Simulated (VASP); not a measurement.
Write the native input for VASP 6.6.1 that does the following.

```yaml
Task: single point
Functional: r2SCAN
Potentials_or_basis: VASP PAW PBE potentials, release 64 (Ta_pv)
Cutoff: 520 eV
k_mesh: 18 × 18 × 18
Occupations: fermi-dirac, width 0.1 eV
Spin: no spin polarisation
Dipole_correction: no
Further_INCAR_settings: ALGO = Normal; EDIFF = 1e-06; NBANDS = 12
```

Ta:

```
Ta
1.0
    -1.55703    1.55703    1.55703
     1.55703   -1.55703    1.55703
     1.55703    1.55703   -1.55703
Ta
1
Direct
  0.00000 0.00000 0.00000
```

The input as run:

POSCAR

```
Ta
1.0
   -1.5570327287      1.5570327287      1.5570327287
    1.5570327287     -1.5570327287      1.5570327287
    1.5570327287      1.5570327287     -1.5570327287
Ta
1
Direct
    0.0000000000      0.0000000000      0.0000000000
```

INCAR.step1

```
SYSTEM = Ta
PREC = Accurate
ENCUT = 520
ISMEAR = -1
SIGMA = 0.1
LREAL = .FALSE.
LASPH = .TRUE.
NELM = 100
NBANDS = 12
GGA = PE
ALGO = Normal
EDIFF = 1E-4
LWAVE = .TRUE.
LCHARG = .FALSE.
```

INCAR.step2

```
SYSTEM = Ta
PREC = Accurate
ENCUT = 520
EDIFF = 1E-6
ISMEAR = -1
SIGMA = 0.1
LREAL = .FALSE.
LASPH = .TRUE.
NELM = 100
ALGO = Normal
ISIF = 2
LWAVE = .FALSE.
LCHARG = .FALSE.
METAGGA = R2SCAN
LMIXTAU = .TRUE.
NBANDS = 12
ISTART = 1
```

KPOINTS

```
Automatic mesh
0
G
  18 18 18
  0 0 0
```

Potentials or basis: VASP PAW PBE potentials, release 64 (Ta_pv).

Run with:

```sh
$ cat potpaw_PBE.64/Ta_pv/POTCAR > POTCAR
$ cp INCAR.step1 INCAR
$ mpirun -np 1 vasp_std > vasp.out
$ cp INCAR.step2 INCAR
$ mpirun -np 1 vasp_std > vasp.out
```

Results of the run:

```json
{"Pressure": "51.6 GPa", "Band gap on the k mesh": "zero (an odd number of electrons rules out a gap without spin polarisation)"}
```

Caveat: the cell stands under pressure; the PAW data sets were made with another functional, which shifts forces and pressure a little; spin-orbit coupling is left out, which moves the levels of the heavy elements.

Wall time 82 s on 1 thread of AMD EPYC 7R13 Processor (Zen 3), with other jobs on the host, peak memory 0.12 GiB.
